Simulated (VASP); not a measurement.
Input of a VASP 6.6.1 run:

File INCAR:

```
PREC = Accurate
ENCUT = 520
EDIFF = 1E-6
ISMEAR = 0
SIGMA = 0.05
LREAL = False
LASPH = True
NELM = 60
ALGO = Normal
ISIF = 2
LWAVE = False
LCHARG = True
GGA = PE
LELF = True
LVHAR = True
NBANDS = 12
```

File KPOINTS:

```
Automatic mesh
0
Gamma
  8 8 8
```

Contents of POSCAR:

```
LiCl
1.0
    0.0000000000      2.6673504000      2.7699408000
    2.6673504000      0.0000000000      2.7699408000
    2.6673504000      2.6673504000      0.0000000000
Li Cl
1 1
Direct
    0.0000000000      0.0000000000      0.0000000000
    0.5000000000      0.5000000000      0.5000000000
```

Potentials or basis: VASP PAW PBE potentials, release 64 (Li_sv, Cl).

Launch:

```sh
$ cat potpaw_PBE.64/Li_sv/POTCAR potpaw_PBE.64/Cl/POTCAR > POTCAR
$ mpirun -np 1 vasp_std > vasp.out
```

(1) Estimate the band gap on the k mesh.

Results:

(1) 5.50 eV, direct.

Caveat: the cell differs from its parent crystal (strain +0.040 along x and y, +0.080 along z).
